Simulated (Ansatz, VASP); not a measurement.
## One calculation of BeS, two programs

```
CELL_PARAMETERS angstrom
0.00000 2.05312 2.05312
2.05312 0.00000 2.05312
2.05312 2.05312 0.00000
ATOMIC_POSITIONS crystal
Be 0.00000 0.00000 0.00000
S 0.25000 0.25000 0.25000
```

Change from the starting cell: volume scaled by 0.6, PAW files.

Alike in both runs: task single point; functional r2SCAN; k mesh 15 × 15 × 15; occupations fermi-dirac, width 0.05 eV; no spin polarisation.

|  | VASP | Ansatz |
| --- | --- | --- |
| version | VASP 6.6.1 | Ansatz 0.2.0 |
| potentials or method | VASP PAW PBE potentials, release 64 (Be, S) | PAW with Ansatz's default frozen-core files, scalar-relativistic |
| plane-wave cutoff (eV) | 520 | 500 |
| valence electrons in the cell | 8 | 8 |

|  | VASP | Ansatz | Ansatz less VASP |
| --- | --- | --- | --- |
| gap on the k mesh at the Fermi level (eV) | 1.86 | 1.86 | -0.009 |
| pressure (GPa) | 126.6 | 127.2 | +0.53 |

VASP's potentials were made for PBE, not for r2SCAN. Both programs put the cell under a high pressure, so it lies far from rest at this level.

Noted on VASP's run: the cell as given lies far from equilibrium.
